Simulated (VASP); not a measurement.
# Bi (I4/mmm) in VASP: further runs, part 2 of 2

VASP 6.6.1. The steps go on from the part before.

### Step 3. Single point, PBEsol (strained)

INCAR

```
PREC = Accurate
ENCUT = 520
EDIFF = 1E-6
ISMEAR = 0
SIGMA = 0.1
LREAL = False
LASPH = True
NELM = 100
ALGO = Normal
ISIF = 2
LWAVE = False
LCHARG = False
GGA = PS
NBANDS = 14
```

KPOINTS

```
Automatic mesh
0
Gamma
  16 16 16
```

POSCAR

```
Bi
1.0
   -4.1779096614      4.1779096614      1.5325775188
    4.1779096614     -4.1779096614      1.5325775188
    4.1779096614      4.1779096614     -1.5325775188
Bi
1
Direct
    0.0000000000      0.0000000000      0.0000000000
```

Potentials or basis: VASP PAW PBE potentials, release 64 (Bi_d).

The run is started by

```console
> cat potpaw_PBE.64/Bi_d/POTCAR > POTCAR
> mpirun -np 1 vasp_std > vasp.out
```

OUTCAR:

```text
PREC = Accurate
   ENCUT = 520
   EDIFF = 1E-6
   ISMEAR = 0
   LREAL = False
   LASPH = True
   NELM = 100
   ISIF = 2
   GGA = PS

 ion  position               nearest neighbor table
   1  0.000  0.000  0.000-

  LATTYP: Found a body centered tetragonal cell.
 ALAT       =     8.3558193228
 C/A-ratio  =     0.3668287835

  Lattice vectors:

 A1 = (  -4.1779096614,   4.1779096614,   1.5325775188)
 A2 = (   4.1779096614,  -4.1779096614,   1.5325775188)
 A3 = (   4.1779096614,   4.1779096614,  -1.5325775188)

Analysis of symmetry for initial positions (statically):
=====================================================================
 Subroutine PRICEL returns:
 Original cell was already a primitive cell.

 Routine SETGRP: Setting up the symmetry group for a
 body centered tetragonal supercell.

 Subroutine GETGRP returns: Found 16 space group operations
 (whereof 16 operations were pure point group operations)
 out of a pool of 16 trial point group operations.

The static configuration has the point symmetry D_4h.

Analysis of symmetry for dynamics (positions and initial velocities):
=====================================================================
 Subroutine PRICEL returns:
 Original cell was already a primitive cell.

 Routine SETGRP: Setting up the symmetry group for a
 body centered tetragonal supercell.

 Subroutine GETGRP returns: Found 16 space group operations
 (whereof 16 operations were pure point group operations)
 out of a pool of 16 trial point group operations.

The dynamic configuration has the point symmetry D_4h.

 Subroutine INISYM returns: Found 16 space group operations
 (whereof 16 operations are pure point group operations),
 and found     1 'primitive' translations

----------------------------------------------------------------------------------------

                                     Primitive cell

  volume of cell :     107.0041

  direct lattice vectors                    reciprocal lattice vectors
    -4.177909661  4.177909661  1.532577519     0.000000000  0.119677073  0.326247771
     4.177909661 -4.177909661  1.532577519     0.119677073  0.000000000  0.326247771
     4.177909661  4.177909661 -1.532577519     0.119677073  0.119677073  0.000000000

  length of vectors
     6.103986577  6.103986577  6.103986577     0.347505698  0.347505698  0.169248940

  position of ions in fractional coordinates (direct lattice)
     0.000000000  0.000000000  0.000000000

  ion indices of the primitive-cell ions
   primitive index   ion index
                 1           1

----------------------------------------------------------------------------------------

 KPOINTS: Automatic mesh

Automatic generation of k-mesh.
 Grid dimensions read from file:
 generate k-points for:   16   16   16

 Generating k-lattice:

  Cartesian coordinates                     Fractional coordinates (reciprocal lattice)
     0.000000000  0.007479817  0.020390486     0.062500000  0.000000000 -0.000000000
     0.007479817  0.000000000  0.020390486     0.000000000  0.062500000 -0.000000000
     0.007479817  0.007479817  0.000000000     0.000000000  0.000000000  0.062500000

  Length of vectors
     0.021719106  0.021719106  0.010578059

  Shift w.r.t. Gamma in fractional coordinates (k-lattice)
     0.000000000  0.000000000  0.000000000

 Subroutine IBZKPT returns following result:
 ===========================================

 Found    349 irreducible k-points:

 Following reciprocal coordinates:
            Coordinates               Weight
  0.000000  0.000000  0.000000      1.000000
  0.062500  0.000000  0.000000      8.000000
  0.125000  0.000000  0.000000      8.000000
  0.187500  0.000000 -0.000000      8.000000
  0.250000  0.000000  0.000000      8.000000
  0.312500  0.000000  0.000000      8.000000
[... 16 lines left out ...]
 -0.125000  0.062500 -0.000000     16.000000
 -0.062500  0.062500  0.000000      4.000000
 [... further k-points ...]
   k-points           NKPTS =    349   k-points in BZ     NKDIM =    349   number of bands    NBANDS=     14
   number of dos      NEDOS =    301   number of ions     NIONS =      1
   total plane-waves  NPLWV = 110592
   dimension x,y,z NGX =    48 NGY =   48 NGZ =   48
   dimension x,y,z NGXF=    96 NGYF=   96 NGZF=   96
   ions per type =               1
   NGX,Y,Z   is equivalent  to a cutoff of  13.07, 13.07, 13.07 a.u.
   NGXF,Y,Z  is equivalent  to a cutoff of  26.15, 26.15, 26.15 a.u.
 SYSTEM =  unknown system
   PREC   = accura    normal or accurate (medium, high low for compatibility)
   ISTART =      0    job   : 0-new  1-cont  2-samecut
   ICHARG =      2    charge: 1-file 2-atom 10-const
   ISPIN  =      1    spin polarized calculation?
   LNONCOLLINEAR =      F non collinear calculations
   LSORBIT =      F    spin-orbit coupling
   LASPH  =      T    aspherical Exc in radial PAW
   ENCUT  =  520.0 eV  38.22 Ry    6.18 a.u.  11.35 11.35 11.35*2*pi/ulx,y,z
   NELM   =    100;   NELMIN=  2; NELMDL= -5     # of ELM steps
   EDIFF  = 0.1E-05   stopping-criterion for ELM
   LREAL  =      F    real-space projection
   EDIFFG = 0.1E-04   stopping-criterion for IOM
   NSW    =      0    number of steps for IOM
   IBRION =     -1    ionic relax: 0-MD 1-quasi-New 2-CG
   NFREE  =      0    steps in history (QN), initial steepest desc. (CG)
   ISIF   =      2    stress and relaxation
   ISYM   =      2    0-nonsym 1-usesym 2-fastsym
   POTIM  = 0.5000    time-step for ionic-motion
   TEBEG  =    0.0;   TEEND  =   0.0 temperature during run
   PSTRESS=    0.0 pullay stress
   NELECT =      15.0000    total number of electrons
   NUPDOWN=      -1.0000    fix difference up-down
   EMIN   =  10.00;   EMAX   =-10.00  energy-range for DOS
   EFERMI =   0.00;   METHOD = LEGACY
   ISMEAR =     0;   SIGMA  =   0.10  broadening in eV -4-tet -1-fermi 0-gaus
   EFERMI_NEDOS =   21; number of points for ismear=-14 and -15
   IALGO  =     38    algorithm
   IMIX   =      4    mixing-type and parameters
     AMIX     =   0.40;   BMIX     =  1.00
     AMIX_MAG =   1.60;   BMIX_MAG =  1.00
  volume/ion in A,a.u.               =     107.00       722.10
  Fermi-wavevector in a.u.,A,eV,Ry     =   0.850430  1.607079  9.840150  0.723231
  Thomas-Fermi vector in A             =   1.966406
   LORBIT       =      0    0 simple, 1 ext, 2 COOP (PROOUT), +10 PAW based schemes
   GGA     = PS    functional components
   LHFCALC =     F    Hartree Fock is set to
   AEXX    =    0.0000 exact exchange contribution
   IVDW    =     0    specifies the selected vdW correction
   LEPSILON=     F    determine dielectric tensor
   LRPA    =     F    only Hartree local field effects (RPA)
 non-spin polarized calculation
 Gauss-broadening in eV      SIGMA  =   0.10
  energy-cutoff  :      520.00
  volume of cell :      107.00
 maximum number of plane-waves:      2917
 NGX is ok and might be reduce to    48
   NGX = 23   NGY = 23   NGZ = 23

 number of electron      14.9999996 magnetization

 Free energy of the ion-electron system (eV)
  ---------------------------------------------------
  ext. energy  EPLUGINS =         0.00000000
  ---------------------------------------------------
  free energy    TOTEN  =        -2.88726286 eV

  energy without entropy =       -2.88230166  energy(sigma->0) =       -2.88478226

 E-fermi :  -1.2322     XC(G=0):  -4.9161

 val. band max:       -1.2453006481   @ k =   0.1875   0.0625   0.0000
 cond. band min:      -1.2315372098   @ k =   0.2500   0.0000   0.0000
 fundamental gap:      0.0137634383
 Fermi energy:        -1.2321953071

 k-point     1 :       0.0000    0.0000    0.0000
  band No.  band energies     occupation
      1     -23.8801      2.00000
      2     -23.6634      2.00000
      3     -23.6634      2.00000
      4     -23.5269      2.00000
      5     -23.5269      2.00000
      6     -12.4161      2.00000
      7      -2.1679      2.00000
      8      -2.1679      2.00000
      9       1.7404      0.00000
     10       3.5760      0.00000
     11       5.7506      0.00000
     12       6.3808      0.00000
     13       7.0146      0.00000
     14       7.0147      0.00000
[... 375 lines left out ...]
 k-point    24 :      -0.0625    0.0625    0.0000
  band No.  band energies     occupation
      1     -23.8801      2.00000
      2     -23.6634      2.00000
      3     -23.6634      2.00000
      4     -23.5269      2.00000
      5     -23.5269      2.00000
      6     -12.4157      2.00000
      7      -2.1879      2.00000
      8      -2.1662      2.00000
      9       1.7816      0.00000
     10       3.6036      0.00000
     11       5.7499      0.00000
     12       6.1841      0.00000
     13       6.8396      0.00000
     14       7.2549      0.00000

 [... further k-points ...]

------------------------ aborting loop because EDIFF is reached ----------------------------------------

  FORCE on cell =-STRESS in cart. coord.  units (eV):
  Direction    XX          YY          ZZ          XY          YZ          ZX
  --------------------------------------------------------------------------------------
  -------------------------------------------------------------------------------------
  Total       -0.1222896     -0.1222896     -3.2621904      0.0000000     -0.0000000      0.0000000
  in kB       -1.8310479     -1.8310479    -48.8449150      0.0000000     -0.0000000      0.0000000
  external PRESSURE =     -17.5023369 kB  Pullay stress =       0.0000000 kB

 VOLUME and BASIS-vectors are now :
 -----------------------------------------------------------------------------
  energy-cutoff  :      520.00
  volume of cell :      107.00
      direct lattice vectors                 reciprocal lattice vectors
    -4.177909661  4.177909661  1.532577519     0.000000000  0.119677073  0.326247771
     4.177909661 -4.177909661  1.532577519     0.119677073  0.000000000  0.326247771
     4.177909661  4.177909661 -1.532577519     0.119677073  0.119677073  0.000000000

 POSITION                                       TOTAL-FORCE (eV/Angst)
 -----------------------------------------------------------------------------------
      0.00000      0.00000      0.00000        -0.000000      0.000000      0.000000
 -----------------------------------------------------------------------------------
    total drift:                               -0.000000      0.000000      0.000000

  FREE ENERGIE OF THE ION-ELECTRON SYSTEM (eV)
  ---------------------------------------------------
  free  energy   TOTEN  =        -2.8872628607 eV

  energy  without entropy=       -2.8823016636  energy(sigma->0) =       -2.88478226
```

OSZICAR:

```text
N       E                     dE             d eps       ncg     rms          rms(c)
DAV:   1     0.106529173102E+03    0.10653E+03   -0.68482E+03  9812   0.851E+02
DAV:   2     0.380880239512E+01   -0.10272E+03   -0.99877E+02 10576   0.250E+02
DAV:   3    -0.272744257624E+01   -0.65362E+01   -0.64980E+01 12298   0.781E+01
DAV:   4    -0.290767906852E+01   -0.18024E+00   -0.18019E+00 11758   0.148E+01
DAV:   5    -0.291551573127E+01   -0.78367E-02   -0.78365E-02 14228   0.268E+00    0.654E-01
DAV:   6    -0.289544586884E+01    0.20070E-01   -0.15541E-02 11766   0.114E+00    0.367E-01
DAV:   7    -0.288671107215E+01    0.87348E-02   -0.24203E-02 10678   0.116E+00    0.741E-02
DAV:   8    -0.288713297095E+01   -0.42190E-03   -0.23175E-03 11054   0.473E-01    0.223E-02
DAV:   9    -0.288723130968E+01   -0.98339E-04   -0.20502E-04 10856   0.112E-01    0.120E-02
DAV:  10    -0.288724966038E+01   -0.18351E-04   -0.35231E-05 10666   0.419E-02    0.354E-03
DAV:  11    -0.288726133408E+01   -0.11674E-04   -0.10862E-05 10192   0.195E-02    0.255E-03
DAV:  12    -0.288726256286E+01   -0.12288E-05   -0.93298E-07 10892   0.616E-03    0.648E-04
DAV:  13    -0.288726286071E+01   -0.29786E-06   -0.27962E-07  8222   0.424E-03
   1 F= -.28872629E+01 E0= -.28847823E+01  d E =-.496120E-02
```

stdout:

```text
POSCAR found type information on POSCAR Bi
 POSCAR found :  1 types and       1 ions
 scaLAPACK will be used
 -----------------------------------------------------------------------------
|                                                                             |
|                                                                             |
|     You enforced a specific xc type in the INCAR file but a different       |
|     I HOPE YOU KNOW WHAT YOU ARE DOING!                                     |
|                                                                             |
 -----------------------------------------------------------------------------

 LDA part: xc-table for (Slater+PW92), standard interpolation
 POSCAR, INCAR and KPOINTS ok, starting setup
 FFT: planning ... GRIDC
 FFT: planning ... GRID_SOFT
 FFT: planning ... GRID
 WAVECAR not read
 entering main loop
```

It took 5.4 min on 1 thread of Intel Xeon Platinum 8488C (Sapphire Rapids), shared host; peak memory 0.66 GiB.

What came out:

* Free energy: -2.8873 eV
* Pressure: -1.8 GPa

Levels at points of the mesh, in eV from the Fermi level:
| k point | band 6 | band 7 | band 8 | band 9 | band 10 | band 11 |
| --- | --- | --- | --- | --- | --- | --- |
| (0.00, 0.00, 0.00) | -11.18 | -0.94 | -0.94 | 2.97 | 4.81 | 6.98 |
| (0.50, 0.00, 0.00) | -8.58 | -3.10 | 1.48 | 1.49 | 5.80 | 6.05 |
| (0.50, 0.50, 0.00) | -11.17 | -1.38 | -0.89 | 4.05 | 5.38 | 6.08 |
| (0.50, 0.50, 0.50) | -11.16 | -1.30 | -1.30 | 4.13 | 6.90 | 6.90 |

Caveat: the cell differs from its parent crystal (strained); the PAW data sets were made with another functional, which shifts forces and pressure a little; spin-orbit coupling is left out, which moves the levels of the heavy elements.
